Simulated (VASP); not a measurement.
Set up this calculation in VASP 6.6.1, as the native input.

| Property | Result |
| --- | --- |
| Task | single point |
| Functional | PBE |
| Potentials or basis | VASP PAW PBE potentials, release 64 (In_d) |
| Cutoff | 520 eV |
| k mesh | 13 × 13 × 13 |
| Occupations | fermi-dirac, width 0.05 eV |
| Spin | no spin polarisation |
| Dipole correction | no |
| Further INCAR settings | ALGO = Normal; EDIFF = 1e-06; NBANDS = 20 |

The structure of In lies in POSCAR:

```
In
1.0
   -2.8834297681      2.8834297681      1.5222966893
    2.8834297681     -2.8834297681      1.5222966893
    2.8834297681      2.8834297681     -1.5222966893
In
2
Direct
   -0.3750000000     -0.1250000000     -0.2500000000
    0.3750000000      0.1250000000      0.2500000000
```

The input as run:

INCAR

```
SYSTEM = In
ALGO = Normal ; EDIFF = 1E-6
ENCUT = 520 ; GGA = PE
ISIF = 2 ; ISMEAR = -1
LASPH = .True. ; LCHARG = .True.
LELF = .True. ; LREAL = .False.
LVHAR = .True. ; LWAVE = .False.
NBANDS = 20 ; NELM = 60
PREC = Accurate ; SIGMA = 0.05
```

KPOINTS

```
k-points
0
Gamma
  13 13 13
  0 0 0
```

Potentials or basis: VASP PAW PBE potentials, release 64 (In_d).

Launch:

```console
$ cat potpaw_PBE.64/In_d/POTCAR > POTCAR
$ mpirun -np 1 vasp_std > vasp.out
```

Results of the run:

```
Pressure               : 5.7 GPa
Band gap on the k mesh : zero (bands 13 and 14 overlap by 6.04 eV)
```

Caveat: the cell stands under pressure; spin-orbit coupling is left out, which moves the levels of the heavy elements.

Run time: 44 s on 1 thread of Intel(R) Xeon(R) 6975P-C (Granite Rapids), on a shared host, peak memory 0.29 GiB.
